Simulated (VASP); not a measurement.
Input of a VASP 6.6.1 run:

File INCAR:

```
  PREC = Accurate
  ENCUT = 520
  EDIFF = 1E-6
  ISMEAR = 0
  SIGMA = 0.05
  LREAL = False
  LASPH = True
  NELM = 100
  ALGO = Normal
  ISIF = 2
  LWAVE = False
  LCHARG = True
  LELF = True
  LVHAR = True
  NBANDS = 64
```

KPOINTS

```
Automatic mesh
0
Gamma
  6 6 6
```

File POSCAR:

```
SnO2
1.0
    3.2053561353      1.8506132276      3.9847000000
   -3.2053561353      1.8506132276      3.9847000000
    0.0000000000     -3.7012264551      3.9847000000
Sn O
4 8
Direct
    0.8645353782      0.8645353782      0.8645353782
    0.3648691645      0.3648691645      0.8648751974
    0.3648691645      0.8648751974      0.3648691645
    0.8648751974      0.3648691645      0.3648691645
    0.1199116729      0.6196051221      0.6196051221
    0.6196051221      0.1199116729      0.6196051221
    0.6196051221      0.6196051221      0.1199116729
    0.6099370359      0.6099370359      0.6099370359
    0.1198492242      0.1198492242      0.1198492242
    0.1096932183      0.1096932183      0.6100024814
    0.1096932183      0.6100024814      0.1096932183
    0.6100024814      0.1096932183      0.1096932183
```

Potentials or basis: VASP PAW LDA potentials, release 64 (Sn_d, O).

The run is started by

```console
$ cat potpaw_LDA.64/Sn_d/POTCAR potpaw_LDA.64/O/POTCAR > POTCAR
$ mpirun -np 1 vasp_std > vasp.out
```

(1) What does it give for the largest force?

(2) What does it give for the pressure?

(3) Predict the band gap on the k mesh.

Results:

(1) 0.385 eV/Å.

(2) 4.7 GPa.

(3) 1.63 eV.

Caveat: the cell stands under pressure; spin-orbit coupling is left out, which moves the levels of the heavy elements.
